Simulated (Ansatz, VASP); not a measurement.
# Two plane-wave programs on Al

```xyz
14
Lattice="2.8572 0.0000 0.0000 0.0000 6.9986 0.0000 0.0000 0.0000 25.7223" Properties=species:S:1:pos:R:3 pbc="T T T"
Al    1.4286    4.6657    7.5000
Al    0.0000    2.3329    8.3248
Al    1.4286    0.0000    9.1496
Al    0.0000    4.6657    9.9744
Al    1.4286    2.3329   10.7992
Al    0.0000    0.0000   11.6239
Al    1.4286    4.6657   12.4487
Al    0.0000    2.3329   13.2735
Al    1.4286    0.0000   14.0983
Al    0.0000    4.6657   14.9231
Al    1.4286    2.3329   15.7479
Al    0.0000    0.0000   16.5727
Al    1.4286    4.6657   17.3975
Al    0.0000    2.3329   18.2223
```

Alike in both runs: task single point; functional PBE; k mesh 12 × 5 × 1; occupations gaussian, width 0.1 eV; no spin polarisation.

```csv
,VASP,Ansatz
version,VASP 6.6.1,Ansatz 0.2.0
potentials or method,"VASP PAW PBE potentials, release 64 (Al), cutoff 400 eV","scalar-relativistic, plane waves, PAW"
valence electrons in the cell,42,42
```

|  | VASP | Ansatz | Ansatz less VASP |
| --- | --- | --- | --- |
| gap on the k mesh at the Fermi level (eV) | none | none | - |
| rms of the force components (eV/Å) | 0.062 | 0.062 | -0.0002 |

Atom by atom the forces differ by 0.001 eV/Å (rms over components). A gap of «none» marks a metal or a gap that the smearing closes. Ansatz's warnings: xc potential rough in thin density.
